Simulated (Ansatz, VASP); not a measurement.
## CdS: VASP beside Ansatz

```
CELL_PARAMETERS angstrom
0.00000 2.87825 2.87825
2.87825 0.00000 2.87825
2.87825 2.87825 0.00000
ATOMIC_POSITIONS crystal
Cd 0.00000 0.00000 0.00000
S 0.25000 0.25000 0.25000
```

Alike in both runs: task single point; functional LDA; k mesh 8 × 8 × 8; occupations gaussian, width 0.02 eV; no spin polarisation.

|  | VASP | Ansatz |
| --- | --- | --- |
| version | VASP 6.6.1 | Ansatz 0.2.0 |
| potentials or method | VASP PAW LDA potentials, release 64 (Cd, S), cutoff 500 eV | scalar-relativistic, plane waves, PAW |
| valence electrons in the cell | 18 | 26 |

```csv
,VASP,Ansatz,Ansatz less VASP
gap on the k mesh at the Fermi level (eV),0.98,0.95,-0.030
least direct gap on the mesh (eV),0.98,0.95,-0.030
pressure (GPa),0.6,0.0,-0.54
```

Ansatz warns that its potentials were made for another functional, while VASP's fit it. LDA's correlation is that of Perdew and Zunger in VASP and of Perdew and Wang (1992) in Ansatz. VASP's potentials hold 18 valence electrons a cell and Ansatz's 26, so a difference there can come from the potentials and not from the codes.
